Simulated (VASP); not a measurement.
# V2O3 (R-3c) in VASP: further runs, part 2 of 2

VASP 6.6.1. The steps go on from the part before.

## (3) Single point, LDA+U, collinear spin, antiferromagnetic start

Input file INCAR:

```
SYSTEM = V2O3
ALGO = Normal ; EDIFF = 1E-6
ENCUT = 600 ; GGA_COMPAT = .FALSE.
ISIF = 2 ; ISMEAR = 0
ISPIN = 2 ; LASPH = .TRUE.
LCHARG = .FALSE. ; LDAU = .TRUE.
LDAUJ = 0.5 0 ; LDAUL = 2 -1
LDAUPRINT = 1 ; LDAUTYPE = 1
LDAUU = 4 0 ; LMAXMIX = 4
LORBIT = 11 ; LREAL = .FALSE.
LWAVE = .FALSE. ; MAGMOM = 1.6 1.6 -1.6 -1.6 -0.01 -0.01 -0.01 0.01 0.01 0.01
NBANDS = 59 ; NELM = 200
PREC = Accurate ; SIGMA = 0.05
```

Input file KPOINTS:

```
k-points
0
G
  5 5 5
  0 0 0
```

Input file POSCAR:

```
V2O3
1.0
    2.4709073100      1.4265790000      4.6634304300
   -2.4709073100      1.4265790000      4.6634304300
    0.0000000000     -2.8531580000      4.6634304300
V O
4 6
Direct
    0.3500000000      0.3500000000      0.3500000000
    0.1500000000      0.1500000000      0.1500000000
    0.6500000000      0.6500000000      0.6500000000
    0.8500000000      0.8500000000      0.8500000000
    0.9500000000      0.2500000000      0.5500000000
    0.5500000000      0.9500000000      0.2500000000
    0.2500000000      0.5500000000      0.9500000000
    0.0500000000      0.7500000000      0.4500000000
    0.4500000000      0.0500000000      0.7500000000
    0.7500000000      0.4500000000      0.0500000000
```

Potentials or basis: VASP PAW LDA potentials, release 64 (V_sv, O).

Run with:

```
$ cat potpaw_LDA.64/V_sv/POTCAR potpaw_LDA.64/O/POTCAR > POTCAR
$ mpirun -np 1 vasp_std > vasp.out
```

OUTCAR:

```text
SYSTEM = V2O3
   EDIFF = 1E-6
   ENCUT = 600
   ISIF = 2
   ISMEAR = 0
   ISPIN = 2
   LASPH = .TRUE.
   LORBIT = 11
   LREAL = .FALSE.
   NELM = 200
   PREC = Accurate

 ion  position               nearest neighbor table
   1  0.350  0.350  0.350-  10 1.97   9 1.97   8 1.97   7 2.04   5 2.04   6 2.04   2 2.80   3 2.89
                             3 2.89   3 2.89
   2  0.150  0.150  0.150-   8 1.97   9 1.97  10 1.97   7 2.04   5 2.04   6 2.04   1 2.80   4 2.89
                             4 2.89   4 2.89
   3  0.650  0.650  0.650-   7 1.97   6 1.97   5 1.97   8 2.04  10 2.04   9 2.04   4 2.80   1 2.89
                             1 2.89   1 2.89
   4  0.850  0.850  0.850-   5 1.97   6 1.97   7 1.97   8 2.04  10 2.04   9 2.04   3 2.80   2 2.89
                             2 2.89   2 2.89
   5  0.950  0.250  0.550-   4 1.97   3 1.97   1 2.04   2 2.04
   6  0.550  0.950  0.250-   3 1.97   4 1.97   1 2.04   2 2.04
   7  0.250  0.550  0.950-   3 1.97   4 1.97   1 2.04   2 2.04
   8  0.050  0.750  0.450-   2 1.97   1 1.97   3 2.04   4 2.04
   9  0.450  0.050  0.750-   1 1.97   2 1.97   3 2.04   4 2.04
  10  0.750  0.450  0.050-   1 1.97   2 1.97   3 2.04   4 2.04

  LATTYP: Found a trigonal (rhomboedric) cell.
 ALAT       =     5.4670004530
 COS(alpha) =     0.5914504993

  Lattice vectors:

 A1 = (   2.4709073100,   1.4265790000,   4.6634304300)
 A2 = (  -2.4709073100,   1.4265790000,   4.6634304300)
 A3 = (   0.0000000000,  -2.8531580000,   4.6634304300)

Analysis of symmetry for initial positions (statically):
=====================================================================
 Subroutine PRICEL returns:
 Original cell was already a primitive cell.

 Routine SETGRP: Setting up the symmetry group for a
 trigonal (rhombohedral) supercell.

 Subroutine GETGRP returns: Found 12 space group operations
 (whereof  6 operations were pure point group operations)
[... 1466 lines left out ...]
      2     -57.1912      1.00000
      3     -55.5404      1.00000
      4     -55.5114      1.00000
      5     -31.8262      1.00000
      6     -31.6056      1.00000
[... 1110 lines left out ...]
     55      11.5557      0.00000
     56      11.7958      0.00000
 [bands above 56 left out]

------------------------ aborting loop because EDIFF is reached ----------------------------------------

  FORCE on cell =-STRESS in cart. coord.  units (eV):
  Direction    XX          YY          ZZ          XY          YZ          ZX
  --------------------------------------------------------------------------------------
  -------------------------------------------------------------------------------------
  Total        4.5689993      4.5689993      0.9159108      0.0000000      0.0000000      0.0000000
  in kB       74.2202893     74.2202893     14.8783488      0.0000000      0.0000000      0.0000000
  external PRESSURE =      54.4396424 kB  Pullay stress =       0.0000000 kB

 VOLUME and BASIS-vectors are now :
 -----------------------------------------------------------------------------
  energy-cutoff  :      600.00
  volume of cell :       98.63
      direct lattice vectors                 reciprocal lattice vectors
     2.470907310  1.426579000  4.663430430     0.202354818  0.116829609  0.071478140
    -2.470907310  1.426579000  4.663430430    -0.202354818  0.116829609  0.071478140
     0.000000000 -2.853158000  4.663430430     0.000000000 -0.233659218  0.071478140

 POSITION                                       TOTAL-FORCE (eV/Angst)
 -----------------------------------------------------------------------------------
      0.00000      0.00000      4.89660        -0.000000     -0.000000      0.006809
      0.00000      0.00000      2.09854        -0.000000     -0.000000     -0.006809
      0.00000      0.00000      9.09369        -0.000000     -0.000000     -0.006809
      0.00000      0.00000     11.89175        -0.000000     -0.000000      0.006809
      1.72964      0.14266      8.16100        -0.270890     -0.469195     -0.000000
     -0.98836      1.42658      8.16100         0.541779     -0.000000      0.000000
     -0.74127     -1.56924      8.16100        -0.270890      0.469195     -0.000000
     -1.72964     -0.14266      5.82929         0.270890      0.469195     -0.000000
      0.98836     -1.42658      5.82929        -0.541779     -0.000000      0.000000
      0.74127      1.56924      5.82929         0.270890     -0.469195     -0.000000
 -----------------------------------------------------------------------------------
    total drift:                                0.000000     -0.000000      0.000000

  FREE ENERGIE OF THE ION-ELECTRON SYSTEM (eV)
  ---------------------------------------------------
  free  energy   TOTEN  =       -87.1759100851 eV

  energy  without entropy=      -87.1759100851  energy(sigma->0) =      -87.17591009

 total charge

# of ion       s       p       d       tot
------------------------------------------
    1        2.247   6.268   2.965  11.480
    2        2.247   6.268   2.965  11.480
    3        2.247   6.268   2.965  11.480
    4        2.247   6.268   2.965  11.480
    5        1.543   3.529   0.000   5.072
    6        1.543   3.529   0.000   5.072
    7        1.543   3.529   0.000   5.072
    8        1.543   3.529   0.000   5.072
    9        1.543   3.529   0.000   5.072
   10        1.543   3.529   0.000   5.072
--------------------------------------------------
tot         18.244  46.249  11.860  76.352

 magnetization (x)

# of ion       s       p       d       tot
------------------------------------------
    1        0.009   0.012   1.755   1.776
    2        0.009   0.012   1.755   1.776
    3       -0.009  -0.012  -1.755  -1.776
    4       -0.009  -0.012  -1.755  -1.776
    5        0.001  -0.006   0.000  -0.004
    6        0.001  -0.006   0.000  -0.004
    7        0.001  -0.006   0.000  -0.004
    8       -0.001   0.006   0.000   0.004
    9       -0.001   0.006   0.000   0.004
   10       -0.001   0.006   0.000   0.004
--------------------------------------------------
tot          0.000   0.000  -0.000  -0.000
```

stdout:

```text
POSCAR found type information on POSCAR V O
 POSCAR found :  2 types and      10 ions
 scaLAPACK will be used
 LDA part: xc-table for (Slater(with rela. corr.)+CA(PZ))
 , standard interpolation
 POSCAR, INCAR and KPOINTS ok, starting setup
 FFT: planning ... GRIDC
 FFT: planning ... GRID_SOFT
 FFT: planning ... GRID
 WAVECAR not read
 entering main loop
```

Run time: 12 min. Hardware: 1 thread of AMD EPYC 7R13, shared host; peak memory 0.35 GiB.

Results:

```
Free energy                                           : -87.1759 eV
Pressure                                              : 5.4 GPa
Largest force                                         : 0.542 eV/Å
Band gap on the k mesh                                : 1.03 eV (least direct gap 1.32 eV)
Net moment                                            : 0.00 μB per cell
Site moments                                          : V +1.78, -1.78 (each value once); O -0.00, +0.00 (each value once) μB
Valence electrons inside the program's atomic spheres : V 11.48; O 5.07
```

Forces in eV/Å, atoms in the order of the input:
```
V    0.000  0.000  0.007
V    0.000  0.000 -0.007
V    0.000  0.000 -0.007
V    0.000  0.000  0.007
O   -0.271 -0.469  0.000
O    0.542  0.000  0.000
O   -0.271  0.469  0.000
O    0.271  0.469  0.000
O   -0.542  0.000  0.000
O    0.271 -0.469  0.000
```

Eigenvalues of the final occupation matrices:
```
    site  spin  trace               eigenvalues
site 1 d     1   2.38  0.10 0.24 0.24 0.90 0.90
site 1 d     2   0.62  0.05 0.05 0.09 0.21 0.21
site 2 d     1   2.38  0.10 0.24 0.24 0.90 0.90
site 2 d     2   0.62  0.05 0.05 0.09 0.21 0.21
site 3 d     1   0.62  0.05 0.05 0.09 0.21 0.21
site 3 d     2   2.38  0.10 0.24 0.24 0.90 0.90
site 4 d     1   0.62  0.05 0.05 0.09 0.21 0.21
site 4 d     2   2.38  0.10 0.24 0.24 0.90 0.90
```

Caveat: the cell stands under pressure; an odd mesh through Γ misses points on the zone boundary, where band edges can lie. The state reached can hang on the start; a lower one may exist.
